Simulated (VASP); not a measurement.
Here is a VASP 6.6.1 calculation.

Contents of INCAR:

```
PREC     = Accurate       # precision mode
ENCUT    = 520            # plane-wave cutoff, eV
EDIFF    = 1E-6           # SCF threshold, eV
ISMEAR   = -1             # smearing method
SIGMA    = 0.01           # smearing width, eV
LREAL    = Auto         
LASPH    = T              # aspherical terms in the spheres
NELM     = 120            # most SCF steps
ALGO     = Normal         # electronic algorithm
ISIF     = 2              # what is computed and relaxed
LWAVE    = F              # write WAVECAR
LCHARG   = T              # write CHGCAR
GGA      = PE             # functional
LELF     = T              # ELF
LVHAR    = T            
NBANDS   = 408            # bands
GGA_COMPAT= F
```

KPOINTS

```
Automatic mesh
0
Gamma
  1 1 1
```

File POSCAR:

```
Hf32CO64
1.0
   10.3232443400      0.0000000000     -0.0100672100
    0.0000000000     10.4249879500      0.0000000000
   -1.7858212400      0.0000000000     10.5551946600
Hf O C
32 64 1
Direct
    0.1357882935      0.2273388719      0.3554335216
    0.3534909427      0.4896055539      0.4007228482
    0.3583006690      0.2666048166      0.1426947713
    0.1351713660      0.0215255884      0.1032063201
    0.1383849179      0.2292867878      0.8509134544
    0.3625486784      0.4750034267      0.8935780113
    0.3709934148      0.2660569023      0.6355561489
    0.1349771292      0.0204569061      0.6060275579
    0.1338577176      0.7309145139      0.3531271278
    0.3563742181      0.9764101454      0.3951980829
    0.3610160823      0.7718730265      0.1453674209
    0.1377625448      0.5217900516      0.1036830603
    0.1377680636      0.7278699061      0.8544479975
    0.3614143926      0.9788564792      0.8959592636
    0.3621875979      0.7725393102      0.6468503366
    0.1394241486      0.5188082735      0.6074188889
    0.6497435868      0.2323186378      0.3593046104
    0.8651609503      0.4820086147      0.3957455918
    0.8617925459      0.2718608418      0.1454384212
    0.6360055424      0.0236502911      0.1071532869
    0.6374469778      0.2264033312      0.8566064013
    0.8615660197      0.4781435743      0.8960631112
    0.8614803969      0.2728668861      0.6462548464
    0.6377433065      0.0189994464      0.6044569050
    0.6358855889      0.7284538876      0.3533854859
    0.8598209736      0.9772895709      0.3954729527
    0.8592116292      0.7715493810      0.1443389642
    0.6364904402      0.5212855906      0.1041634682
    0.6373325325      0.7286170532      0.8543931638
    0.8618370812      0.9791439615      0.8956040698
    0.8620583312      0.7705777732      0.6463870864
    0.6380859390      0.5221617546      0.6047638107
    0.2215908220      0.3718963531      0.4860767581
    0.2740566653      0.1218968315      0.2612646261
    0.2749998934      0.1292811087      0.0116574337
    0.2302531199      0.3808771789      0.2385189556
    0.0339164432      0.1661835974      0.1736896858
    0.4644020231      0.4145222058      0.0819312443
    0.4588595717      0.3175615181      0.3478648717
    0.0293401775      0.0853670051      0.4237298807
    0.2242542296      0.3702859916      0.9874029755
    0.2736407190      0.1190577875      0.7617548570
    0.2654169322      0.1228255616      0.5116110296
    0.2246823006      0.3769584213      0.7377934917
    0.0312415335      0.1641246981      0.6738966683
    0.4580735593      0.4359700963      0.5873881745
    0.4673663840      0.3333502174      0.8256489204
    0.0336633312      0.0856438400      0.9236668020
    0.2208855251      0.8688950091      0.4893721876
    0.2724776199      0.6239047979      0.2620200933
    0.2746722304      0.6286233645      0.0119393519
    0.2216392159      0.8795861486      0.2379436258
    0.0314671337      0.6644647489      0.1730307062
    0.4641229938      0.9168121868      0.0791070606
    0.4612943826      0.8298364508      0.3282907667
    0.0355637769      0.5870047073      0.4257192949
    0.2237467420      0.8720637418      0.9882894481
    0.2766105994      0.6202985587      0.7621987994
    0.2756080140      0.6296002481      0.5109071673
    0.2237809984      0.8769183278      0.7390386536
    0.0337555668      0.6635707430      0.6752086583
    0.4632492605      0.9152786599      0.5750554891
    0.4659435185      0.8358059541      0.8271688995
    0.0330439661      0.5848943931      0.9241932503
    0.7340459663      0.3779490220      0.4890505539
    0.7791730778      0.1181795131      0.2610815989
    0.7748314878      0.1286893574      0.0123157739
    0.7240830569      0.3793910380      0.2391708138
    0.5351700937      0.1698646568      0.1777667518
    0.9667910321      0.4141894476      0.0758166869
    0.9657260431      0.3362133383      0.3255767684
    0.5287637687      0.0778798022      0.4157087877
    0.7245378867      0.3717247462      0.9895574086
    0.7762714241      0.1219775031      0.7621079617
    0.7749313041      0.1282661435      0.5127989175
    0.7215815289      0.3778337221      0.7372644052
    0.5317972785      0.1497796455      0.6862132768
    0.9692041510      0.4151538612      0.5773418092
    0.9653130926      0.3360423069      0.8253065235
    0.5320231294      0.0866894048      0.9302133504
    0.7208033557      0.8720098329      0.4876362440
    0.7745002984      0.6217423973      0.2606407694
    0.7743866294      0.6286272014      0.0111525099
    0.7210563954      0.8769591911      0.2384988726
    0.5329286945      0.6661802424      0.1719288145
    0.9648585034      0.9151904104      0.0761213278
    0.9633314724      0.8355384238      0.3243539480
    0.5347996039      0.5763308340      0.4177724885
    0.7232885076      0.8718528063      0.9882596042
    0.7753359742      0.6204918443      0.7619148419
    0.7743054642      0.6316567493      0.5105771394
    0.7244999156      0.8793052850      0.7383407833
    0.5376014422      0.6718553569      0.6713219770
    0.9637024547      0.9126759710      0.5752148578
    0.9658534381      0.8350011570      0.8266667485
    0.5333562166      0.5836442238      0.9229655845
    0.4893707490      0.2530330023      0.4668752929
```

Potentials or basis: VASP PAW PBE potentials, release 64 (Hf_pv, O, C).

The run is started by

```bash
$ cat potpaw_PBE.64/Hf_pv/POTCAR potpaw_PBE.64/O/POTCAR potpaw_PBE.64/C/POTCAR > POTCAR
$ mpirun -np 1 vasp_gam > vasp.out
```

Question: Predict the largest force.

Answer: 0.219 eV/Å.

Question: Predict the band gap on the k mesh.

Answer: 2.16 eV.

Question: Estimate the pressure.

Answer: -2.3 GPa.

Forces in eV/Å, atoms in the order of the input:
```
Hf  -0.068 -0.026 -0.042
Hf   0.023 -0.001  0.088
Hf   0.029  0.011  0.020
Hf  -0.061  0.019 -0.066
Hf  -0.054 -0.018 -0.066
Hf   0.051 -0.017  0.033
Hf   0.050  0.016  0.020
Hf  -0.042  0.031 -0.062
Hf  -0.059 -0.017 -0.057
Hf   0.054 -0.030  0.060
Hf   0.059  0.017  0.060
Hf  -0.060  0.020 -0.067
Hf  -0.059 -0.013 -0.065
Hf   0.059 -0.012  0.058
Hf   0.061  0.021  0.055
Hf  -0.064  0.007 -0.052
Hf  -0.055 -0.021 -0.022
Hf   0.036 -0.032  0.071
Hf   0.067  0.018  0.057
Hf  -0.058  0.022 -0.067
Hf  -0.068 -0.032 -0.062
Hf   0.065 -0.012  0.060
Hf   0.064  0.017  0.059
Hf  -0.057 -0.001 -0.023
Hf  -0.053 -0.017 -0.064
Hf   0.065 -0.009  0.054
Hf   0.056  0.015  0.057
Hf  -0.052  0.022 -0.057
Hf  -0.057 -0.011 -0.064
Hf   0.060 -0.022  0.057
Hf   0.059  0.015  0.061
Hf  -0.064  0.034 -0.042
O    0.052  0.007 -0.015
O   -0.040  0.001  0.008
O   -0.042  0.008  0.023
O    0.036  0.006 -0.025
O    0.012 -0.003  0.040
O   -0.004 -0.006 -0.030
O    0.006  0.106 -0.192
O    0.011 -0.005  0.028
O    0.049 -0.009 -0.014
O   -0.057 -0.024  0.029
O   -0.042  0.000  0.010
O    0.017  0.027  0.011
O    0.017  0.009  0.040
O    0.033 -0.030 -0.066
O    0.001  0.004 -0.018
O    0.009 -0.008  0.040
O    0.053 -0.001 -0.028
O   -0.045 -0.012  0.021
O   -0.056  0.013  0.017
O    0.047  0.004  0.002
O    0.015  0.006  0.040
O   -0.015 -0.004 -0.036
O   -0.001 -0.003 -0.045
O    0.007 -0.002  0.030
O    0.047 -0.003 -0.007
O   -0.050 -0.008  0.008
O   -0.022 -0.018 -0.001
O    0.043 -0.001 -0.007
O    0.011  0.010  0.043
O   -0.014 -0.002 -0.035
O   -0.010 -0.006 -0.034
O    0.013 -0.006  0.040
O    0.046 -0.015 -0.016
O   -0.054 -0.004  0.015
O   -0.047  0.012  0.004
O    0.042 -0.004 -0.012
O    0.006 -0.006  0.020
O   -0.014  0.007 -0.036
O   -0.008 -0.007 -0.038
O   -0.014 -0.011  0.035
O    0.044 -0.002 -0.006
O   -0.045 -0.004  0.016
O   -0.052  0.012 -0.002
O    0.048  0.006 -0.014
O    0.040  0.034  0.010
O   -0.005  0.009 -0.034
O   -0.015 -0.005 -0.042
O    0.018 -0.010  0.037
O    0.037  0.006 -0.013
O   -0.041  0.002  0.007
O   -0.046  0.008  0.012
O    0.045  0.005 -0.004
O    0.014 -0.004  0.040
O   -0.011  0.010 -0.041
O   -0.009 -0.009 -0.036
O   -0.010  0.023  0.044
O    0.052 -0.013 -0.010
O   -0.044 -0.007  0.007
O   -0.039  0.003  0.018
O    0.046  0.006 -0.014
O    0.001 -0.008  0.047
O   -0.019  0.004 -0.036
O   -0.012 -0.005 -0.035
O    0.013 -0.004  0.043
C    0.024 -0.074  0.165
```

Caveat: the k points lie up to 0.62 Å⁻¹ apart; spin-orbit coupling is left out, which moves the levels of the heavy elements.
